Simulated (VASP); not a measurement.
Write the native input for VASP 6.6.1 that does the following.

* Task: single point
* Functional: PBE
* Potentials or basis: VASP PAW PBE potentials, release 64 (B, N)
* Cutoff: 520 eV
* k mesh: 12 × 12 × 12
* Occupations: gaussian, width 0.01 eV
* Spin: no spin polarisation
* Dipole correction: no
* Further INCAR settings: ALGO = Normal; EDIFF = 1e-06; NBANDS = 11

The structure of BN (Qingsongite) lies in POSCAR:

```
BN
1.0
    0.0000000000      1.8048245560      1.8048245560
    1.8048245560      0.0000000000      1.8048245560
    1.8048245560      1.8048245560      0.0000000000
B N
1 1
Direct
    0.0000000000      0.0000000000      0.0000000000
    0.2500000000      0.2500000000      0.2500000000
```

One way to write it, as run:

INCAR

```
SYSTEM = BN
PREC     = Accurate       ! precision mode
ENCUT    = 520            ! plane-wave cutoff, eV
EDIFF    = 1E-6           ! SCF threshold, eV
ISMEAR   = 0              ! smearing method
SIGMA    = 0.01           ! smearing width, eV
LREAL    = .FALSE.        ! projectors in reciprocal space
LASPH    = .TRUE.         ! aspherical terms in the spheres
NELM     = 60             ! most SCF steps
ALGO     = Normal         ! electronic algorithm
ISIF     = 2              ! what is computed and relaxed
LWAVE    = .FALSE.        ! write WAVECAR
LCHARG   = .FALSE.        ! write CHGCAR
GGA      = PE             ! functional
NBANDS   = 11             ! bands
```

KPOINTS

```
regular mesh
0
G
  12 12 12
  0 0 0
```

Potentials or basis: VASP PAW PBE potentials, release 64 (B, N).

The run is started by

```sh
$ cat potpaw_PBE.64/B/POTCAR potpaw_PBE.64/N/POTCAR > POTCAR
$ mpirun -np 1 vasp_std > vasp.out
```

It gave:

```json
{
  "Pressure": "5.0 GPa",
  "Band gap on the k mesh": "4.46 eV, indirect (least direct gap 8.84 eV)"
}
```

It took 5.9 s on 1 thread of Intel Xeon 6975P-C (shared host), peak memory 0.12 GiB.
